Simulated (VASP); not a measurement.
# Ag (Im-3m) in VASP: further runs

Runs on Ag. Level: PBE. Tasks: single point.

All numbers are computed with VASP 6.6.1; they aren't measurements. Logs are shortened: lines on timing, memory, paths and dates and some standing lists are left out, and cuts for length are marked.

### Step 1. The cell of the first run

Symmetry: Im-3m, No. 229, cubic system. Conventional cell: a = 3.303 Å, b = 3.303 Å, c = 3.303 Å, α = 90.00°, β = 90.00°, γ = 90.00°. Within 3.8 Å of Ag (site symmetry m-3m) lie 14 Ag at 2.86 to 3.30 Å.

### Step 2. Single point, PBE

File INCAR:

```
PREC = Accurate
ENCUT = 500
EDIFF = 1E-6
ISMEAR = -1
SIGMA = 0.1
LREAL = F
LASPH = T
NELM = 120
ALGO = Normal
ISIF = 2
LWAVE = F
LCHARG = T
GGA = PE
LELF = T
LVHAR = T
NBANDS = 12
GGA_COMPAT = F
```

File KPOINTS:

```
Automatic mesh
0
Gamma
  14 14 14
```

File POSCAR:

```
Ag
1.0
   -1.6516693065      1.6516693065      1.6516693065
    1.6516693065     -1.6516693065      1.6516693065
    1.6516693065      1.6516693065     -1.6516693065
Ag
1
Direct
    0.0000000000      0.0000000000      0.0000000000
```

Potentials or basis: VASP PAW PBE potentials, release 64 (Ag).

Launch:

```bash
> cat potpaw_PBE.64/Ag/POTCAR > POTCAR
> mpirun -np 1 vasp_std > vasp.out
```

OUTCAR:

```text
PREC = Accurate
   ENCUT = 500
   EDIFF = 1E-6
   ISMEAR = -1
   LREAL = F
   LASPH = T
   NELM = 120
   ISIF = 2
   GGA = PE

 ion  position               nearest neighbor table
   1  0.000  0.000  0.000-

  LATTYP: Found a body centered cubic cell.
 ALAT       =     3.3033386130

  Lattice vectors:

 A1 = (  -1.6516693065,   1.6516693065,   1.6516693065)
 A2 = (   1.6516693065,  -1.6516693065,   1.6516693065)
 A3 = (   1.6516693065,   1.6516693065,  -1.6516693065)

Analysis of symmetry for initial positions (statically):
=====================================================================
 Subroutine PRICEL returns:
 Original cell was already a primitive cell.

 Routine SETGRP: Setting up the symmetry group for a
 body centered cubic supercell.

 Subroutine GETGRP returns: Found 48 space group operations
 (whereof 48 operations were pure point group operations)
 out of a pool of 48 trial point group operations.

The static configuration has the point symmetry O_h .

Analysis of symmetry for dynamics (positions and initial velocities):
=====================================================================
 Subroutine PRICEL returns:
 Original cell was already a primitive cell.

 Routine SETGRP: Setting up the symmetry group for a
 body centered cubic supercell.

 Subroutine GETGRP returns: Found 48 space group operations
 (whereof 48 operations were pure point group operations)
 out of a pool of 48 trial point group operations.

The dynamic configuration has the point symmetry O_h .

 Subroutine INISYM returns: Found 48 space group operations
 (whereof 48 operations are pure point group operations),
 and found     1 'primitive' translations

----------------------------------------------------------------------------------------

                                     Primitive cell

  volume of cell :      18.0231

  direct lattice vectors                    reciprocal lattice vectors
    -1.651669307  1.651669307  1.651669307     0.000000000  0.302724037  0.302724037
     1.651669307 -1.651669307  1.651669307     0.302724037  0.000000000  0.302724037
     1.651669307  1.651669307 -1.651669307     0.302724037  0.302724037  0.000000000

  length of vectors
     2.860775156  2.860775156  2.860775156     0.428116439  0.428116439  0.428116439

  position of ions in fractional coordinates (direct lattice)
     0.000000000  0.000000000  0.000000000

  ion indices of the primitive-cell ions
   primitive index   ion index
                 1           1
[... 79 lines left out ...]
   ISYM   =      2    0-nonsym 1-usesym 2-fastsym
   POTIM  = 0.5000    time-step for ionic-motion
   TEBEG  =    0.0;   TEEND  =   0.0 temperature during run
   PSTRESS=    0.0 pullay stress
   NELECT =      11.0000    total number of electrons
   NUPDOWN=      -1.0000    fix difference up-down
   EMIN   =  10.00;   EMAX   =-10.00  energy-range for DOS
   EFERMI =   0.00;   METHOD = LEGACY
   ISMEAR =    -1;   SIGMA  =   0.10  broadening in eV -4-tet -1-fermi 0-gaus
   EFERMI_NEDOS =   21; number of points for ismear=-14 and -15
   IALGO  =     38    algorithm
   IMIX   =      4    mixing-type and parameters
     AMIX     =   0.40;   BMIX     =  1.00
     AMIX_MAG =   1.60;   BMIX_MAG =  1.00
  volume/ion in A,a.u.               =      18.02       121.63
  Fermi-wavevector in a.u.,A,eV,Ry     =   1.388660  2.624187 26.237161  1.928377
  Thomas-Fermi vector in A             =   2.512765
   LORBIT       =      0    0 simple, 1 ext, 2 COOP (PROOUT), +10 PAW based schemes
   GGA     = PE    functional components
   LHFCALC =     F    Hartree Fock is set to
   AEXX    =    0.0000 exact exchange contribution
   IVDW    =     0    specifies the selected vdW correction
   LEPSILON=     F    determine dielectric tensor
   LRPA    =     F    only Hartree local field effects (RPA)
 non-spin polarized calculation
  energy-cutoff  :      500.00
  volume of cell :       18.02
 maximum number of plane-waves:       472
 NGX is ok and might be reduce to    24
   NGX = 11   NGY = 11   NGZ = 11

 number of electron      11.0000003 magnetization

 Free energy of the ion-electron system (eV)
  ---------------------------------------------------
  ext. energy  EPLUGINS =         0.00000000
  ---------------------------------------------------
  free energy    TOTEN  =        -2.68493370 eV

  energy without entropy =       -2.67087772  energy(sigma->0) =       -2.67790571

 E-fermi :   7.7256     XC(G=0): -11.8807

 val. band max:        7.6650696245   @ k =  -0.3571   0.4286   0.1429
 cond. band min:       7.7517886078   @ k =   0.5000   0.0000   0.0000
 fundamental gap:      0.0867189833
 Fermi energy:         7.7255948729

 k-point     1 :       0.0000    0.0000    0.0000
  band No.  band energies     occupation
      1       0.3218      2.00000
      2       2.9646      2.00000
      3       2.9646      2.00000
      4       2.9646      2.00000
      5       4.1817      2.00000
      6       4.1817      2.00000
      7      25.4641      0.00000
      8      25.4641      0.00000
      9      25.4641      0.00000
     10      30.9369      0.00000
     11      30.9369      0.00000
     12      30.9369      0.00000
[... 331 lines left out ...]
 k-point    24 :       0.3571    0.2857   -0.0000
  band No.  band energies     occupation
      1       2.1633      2.00000
      2       2.7724      2.00000
      3       3.1630      2.00000
      4       4.2240      2.00000
      5       4.3850      2.00000
      6      11.3717      0.00000
      7      12.2078      0.00000
      8      13.8621      0.00000
      9      21.5325      0.00000
     10      28.3052      0.00000
     11      29.2378      0.00000
     12      35.2034      0.00000

 [... further k-points ...]

------------------------ aborting loop because EDIFF is reached ----------------------------------------

  FORCE on cell =-STRESS in cart. coord.  units (eV):
  Direction    XX          YY          ZZ          XY          YZ          ZX
  --------------------------------------------------------------------------------------
  -------------------------------------------------------------------------------------
  Total       -0.0111450     -0.0111450     -0.0111450     -0.0000000      0.0000000     -0.0000000
  in kB       -0.9907454     -0.9907454     -0.9907454     -0.0000000      0.0000000     -0.0000000
  external PRESSURE =      -0.9907454 kB  Pullay stress =       0.0000000 kB

 VOLUME and BASIS-vectors are now :
 -----------------------------------------------------------------------------
  energy-cutoff  :      500.00
  volume of cell :       18.02
      direct lattice vectors                 reciprocal lattice vectors
    -1.651669307  1.651669307  1.651669307     0.000000000  0.302724037  0.302724037
     1.651669307 -1.651669307  1.651669307     0.302724037  0.000000000  0.302724037
     1.651669307  1.651669307 -1.651669307     0.302724037  0.302724037  0.000000000

 POSITION                                       TOTAL-FORCE (eV/Angst)
 -----------------------------------------------------------------------------------
      0.00000      0.00000      0.00000         0.000000      0.000000      0.000000
 -----------------------------------------------------------------------------------
    total drift:                               -0.000000      0.000000      0.000000

  FREE ENERGIE OF THE ION-ELECTRON SYSTEM (eV)
  ---------------------------------------------------
  free  energy   TOTEN  =        -2.6849336976 eV

  energy  without entropy=       -2.6708777185  energy(sigma->0) =       -2.67790571
```

It took 13 s on 1 thread of Intel Xeon 8259CL, shared host; peak memory 0.15 GiB.

What came out:

| Property | Result |
| --- | --- |
| Free energy | -2.6849 eV |
| Pressure | -0.1 GPa |

Levels at points of the mesh, in eV from the Fermi level:
```
           k point  band 1  band 2  band 3  band 4  band 5  band 6  band 7  band 8  band 9  band 10
(0.00, 0.00, 0.00)   -7.40   -4.76   -4.76   -4.76   -3.54   -3.54   17.74   17.74   17.74    23.21
(0.50, 0.00, 0.00)   -6.11   -5.47   -3.60   -3.44   -2.63    0.03    3.81   13.11   13.97    19.29
(0.50, 0.50, 0.50)   -6.06   -6.06   -2.85   -2.85   -2.85    6.72    6.72    6.72   12.04    13.01
```

### Step 3. Single point, PBE (volume scaled by 0.88)

File INCAR:

```
SYSTEM = Ag
PREC     = Accurate       ! precision mode
ENCUT    = 500            ! plane-wave cutoff, eV
EDIFF    = 1E-6           ! SCF threshold, eV
ISMEAR   = -1             ! smearing method
SIGMA    = 0.1            ! smearing width, eV
LREAL    = .FALSE.        ! projectors in reciprocal space
LASPH    = .TRUE.         ! aspherical terms in the spheres
NELM     = 120            ! most SCF steps
ALGO     = Normal         ! electronic algorithm
ISIF     = 2              ! what is computed and relaxed
LWAVE    = .FALSE.        ! write WAVECAR
LCHARG   = .FALSE.        ! write CHGCAR
GGA      = PE             ! functional
NBANDS   = 12             ! bands
GGA_COMPAT= .FALSE.
```

File KPOINTS:

```
Automatic mesh
0
G
  15 15 15
  0 0 0
```

File POSCAR:

```
Ag
1.0
   -1.5827682225      1.5827682225      1.5827682225
    1.5827682225     -1.5827682225      1.5827682225
    1.5827682225      1.5827682225     -1.5827682225
Ag
1
Direct
    0.0000000000      0.0000000000      0.0000000000
```

Potentials or basis: VASP PAW PBE potentials, release 64 (Ag).

Launch:

```bash
> cat potpaw_PBE.64/Ag/POTCAR > POTCAR
> mpirun -np 1 vasp_std > vasp.out
```

It took 12 s on 1 thread of Intel Xeon 8259CL, shared host; peak memory 0.14 GiB.

It converged, with:

```yaml
Free_energy: -2.6045 eV
Pressure: 15.7 GPa
```

Levels at points of the mesh, in eV from the Fermi level:
```tsv
k point	band 1	band 2	band 3	band 4	band 5	band 6	band 7	band 8	band 9	band 10
(0.00, 0.00, 0.00)	-8.33	-5.24	-5.24	-5.24	-3.73	-3.73	18.21	18.21	18.21	25.28
```

### Step 4. Single point, PBE (volume scaled by 0.92)

File INCAR:

```
  PREC = Accurate
  ENCUT = 500
  EDIFF = 1E-6
  ISMEAR = -1
  SIGMA = 0.1
  LREAL = False
  LASPH = True
  NELM = 120
  ALGO = Normal
  ISIF = 2
  LWAVE = False
  LCHARG = True
  GGA = PE
  LELF = True
  LVHAR = True
  NBANDS = 12
  GGA_COMPAT = False
```

File KPOINTS:

```
regular mesh
0
Gamma
  15 15 15
```

File POSCAR:

```
Ag
1.0
   -1.6063951121      1.6063951121      1.6063951121
    1.6063951121     -1.6063951121      1.6063951121
    1.6063951121      1.6063951121     -1.6063951121
Ag
1
Direct
    0.0000000000      0.0000000000      0.0000000000
```

Potentials or basis: VASP PAW PBE potentials, release 64 (Ag).

Launch:

```bash
> cat potpaw_PBE.64/Ag/POTCAR > POTCAR
> mpirun -np 1 vasp_std > vasp.out
```

OUTCAR:

```text
PREC = Accurate
   ENCUT = 500
   EDIFF = 1E-6
   ISMEAR = -1
   LREAL = False
   LASPH = True
   NELM = 120
   ISIF = 2
   GGA = PE

 ion  position               nearest neighbor table
   1  0.000  0.000  0.000-

  LATTYP: Found a body centered cubic cell.
 ALAT       =     3.2127902242

  Lattice vectors:

 A1 = (  -1.6063951121,   1.6063951121,   1.6063951121)
 A2 = (   1.6063951121,  -1.6063951121,   1.6063951121)
 A3 = (   1.6063951121,   1.6063951121,  -1.6063951121)

Analysis of symmetry for initial positions (statically):
=====================================================================
 Subroutine PRICEL returns:
 Original cell was already a primitive cell.

 Routine SETGRP: Setting up the symmetry group for a
 body centered cubic supercell.

 Subroutine GETGRP returns: Found 48 space group operations
 (whereof 48 operations were pure point group operations)
 out of a pool of 48 trial point group operations.

The static configuration has the point symmetry O_h .

Analysis of symmetry for dynamics (positions and initial velocities):
=====================================================================
 Subroutine PRICEL returns:
 Original cell was already a primitive cell.

 Routine SETGRP: Setting up the symmetry group for a
 body centered cubic supercell.

 Subroutine GETGRP returns: Found 48 space group operations
 (whereof 48 operations were pure point group operations)
 out of a pool of 48 trial point group operations.

The dynamic configuration has the point symmetry O_h .

 Subroutine INISYM returns: Found 48 space group operations
 (whereof 48 operations are pure point group operations),
 and found     1 'primitive' translations

----------------------------------------------------------------------------------------

                                     Primitive cell
[... 112 lines left out ...]
  Thomas-Fermi vector in A             =   2.547929
   LORBIT       =      0    0 simple, 1 ext, 2 COOP (PROOUT), +10 PAW based schemes
   GGA     = PE    functional components
   LHFCALC =     F    Hartree Fock is set to
   AEXX    =    0.0000 exact exchange contribution
   IVDW    =     0    specifies the selected vdW correction
   LEPSILON=     F    determine dielectric tensor
   LRPA    =     F    only Hartree local field effects (RPA)
 non-spin polarized calculation
  energy-cutoff  :      500.00
  volume of cell :       16.58
 maximum number of plane-waves:       432
   NGX = 11   NGY = 11   NGZ = 11

 number of electron      10.9999994 magnetization

 Free energy of the ion-electron system (eV)
  ---------------------------------------------------
  ext. energy  EPLUGINS =         0.00000000
  ---------------------------------------------------
  free energy    TOTEN  =        -2.65924066 eV

  energy without entropy =       -2.65012704  energy(sigma->0) =       -2.65468385

 E-fermi :   8.8476     XC(G=0): -12.3773

 val. band max:        8.8435028228   @ k =  -0.2667   0.4667   0.0667
 cond. band min:       8.9213180864   @ k =  -0.3333   0.4000   0.2000
 fundamental gap:      0.0778152636
 Fermi energy:         8.8476434352

 k-point     1 :       0.0000    0.0000    0.0000
  band No.  band energies     occupation
      1       0.8568      2.00000
      2       3.7940      2.00000
      3       3.7940      2.00000
      4       3.7940      2.00000
      5       5.1908      2.00000
      6       5.1908      2.00000
      7      26.9090      0.00000
      8      26.9090      0.00000
      9      26.9090      0.00000
     10      33.5610      0.00000
     11      33.5610      0.00000
     12      33.7037      0.00000
[... 331 lines left out ...]
 k-point    24 :       0.4000    0.2000    0.0000
  band No.  band energies     occupation
      1       2.7068      2.00000
      2       3.2141      2.00000
      3       4.5094      2.00000
      4       5.1284      2.00000
      5       5.6057      2.00000
      6      11.0667      0.00000
      7      13.3882      0.00000
      8      18.1768      0.00000
      9      23.2494      0.00000
     10      29.6864      0.00000
     11      32.0923      0.00000
     12      35.5296      0.00000

 [... further k-points ...]

------------------------ aborting loop because EDIFF is reached ----------------------------------------

  FORCE on cell =-STRESS in cart. coord.  units (eV):
  Direction    XX          YY          ZZ          XY          YZ          ZX
  --------------------------------------------------------------------------------------
  -------------------------------------------------------------------------------------
  Total        0.9179967      0.9179967      0.9179967     -0.0000000      0.0000000     -0.0000000
  in kB       88.7022438     88.7022438     88.7022438     -0.0000000      0.0000000     -0.0000000
  external PRESSURE =      88.7022438 kB  Pullay stress =       0.0000000 kB

 VOLUME and BASIS-vectors are now :
 -----------------------------------------------------------------------------
  energy-cutoff  :      500.00
  volume of cell :       16.58
      direct lattice vectors                 reciprocal lattice vectors
    -1.606395112  1.606395112  1.606395112     0.000000000  0.311255927  0.311255927
     1.606395112 -1.606395112  1.606395112     0.311255927  0.000000000  0.311255927
     1.606395112  1.606395112 -1.606395112     0.311255927  0.311255927  0.000000000

 POSITION                                       TOTAL-FORCE (eV/Angst)
 -----------------------------------------------------------------------------------
      0.00000      0.00000      0.00000        -0.000000     -0.000000      0.000000
 -----------------------------------------------------------------------------------
    total drift:                                0.000000     -0.000000      0.000000

  FREE ENERGIE OF THE ION-ELECTRON SYSTEM (eV)
  ---------------------------------------------------
  free  energy   TOTEN  =        -2.6592406599 eV

  energy  without entropy=       -2.6501270379  energy(sigma->0) =       -2.65468385
```

Run time: 14 s. Hardware: 1 thread of Intel Xeon 8259CL, shared host; peak memory 0.14 GiB.

What came out:

- Free energy: -2.6592 eV
- Pressure: 8.9 GPa

### Step 5. Single point, PBE (volume scaled by 0.96)

File INCAR:

```
SYSTEM = Ag
PREC     = Accurate       ! precision mode
ENCUT    = 500            ! plane-wave cutoff, eV
EDIFF    = 1E-6           ! SCF threshold, eV
ISMEAR   = -1             ! smearing method
SIGMA    = 0.1            ! smearing width, eV
LREAL    = .False.        ! projectors in reciprocal space
LASPH    = .True.         ! aspherical terms in the spheres
NELM     = 120            ! most SCF steps
ALGO     = Normal         ! electronic algorithm
ISIF     = 2              ! what is computed and relaxed
LWAVE    = .False.        ! write WAVECAR
LCHARG   = .False.        ! write CHGCAR
GGA      = PE             ! functional
NBANDS   = 12             ! bands
GGA_COMPAT= .False.
```

File KPOINTS:

```
Automatic mesh
0
Gamma
  15 15 15
  0 0 0
```

File POSCAR:

```
Ag
1.0
   -1.6293467146      1.6293467146      1.6293467146
    1.6293467146     -1.6293467146      1.6293467146
    1.6293467146      1.6293467146     -1.6293467146
Ag
1
Direct
    0.0000000000      0.0000000000      0.0000000000
```

Launch:

```bash
> cat potpaw_PBE.64/Ag/POTCAR > POTCAR
> mpirun -np 1 vasp_std > vasp.out
```

Run time: 14 s. Hardware: 1 thread of Intel Xeon 8259CL, shared host; peak memory 0.15 GiB.

It converged, with:

```yaml
Free_energy: -2.6871 eV
Pressure: 3.7 GPa
```

Levels at points of the mesh, in eV from the Fermi level:
| k point | band 4 | band 5 | band 6 | band 7 | band 8 | band 9 |
| --- | --- | --- | --- | --- | --- | --- |
| (0.00, 0.00, 0.00) | -4.89 | -3.59 | -3.59 | 17.91 | 17.91 | 17.91 |

### Step 6. Overview

```csv
cell,k mesh,gap on the mesh (eV),pressure (GPa)
"a = 2.861 Å, angles 109.5°, 1 atom",14 × 14 × 14,none,-0.1
"a = 2.741 Å, angles 109.5°, 1 atom",15 × 15 × 15,none,15.7
"a = 2.782 Å, angles 109.5°, 1 atom",15 × 15 × 15,none,8.9
"a = 2.822 Å, angles 109.5°, 1 atom",15 × 15 × 15,none,3.7
```

Alike in all rows: task single point; level PBE; potentials or basis VASP PAW PBE potentials, release 64 (Ag); no spin polarisation; cutoff (eV) 500; smearing fermi-dirac 0.1 eV.

Absolute energies hang on the potentials; compare differences alone.
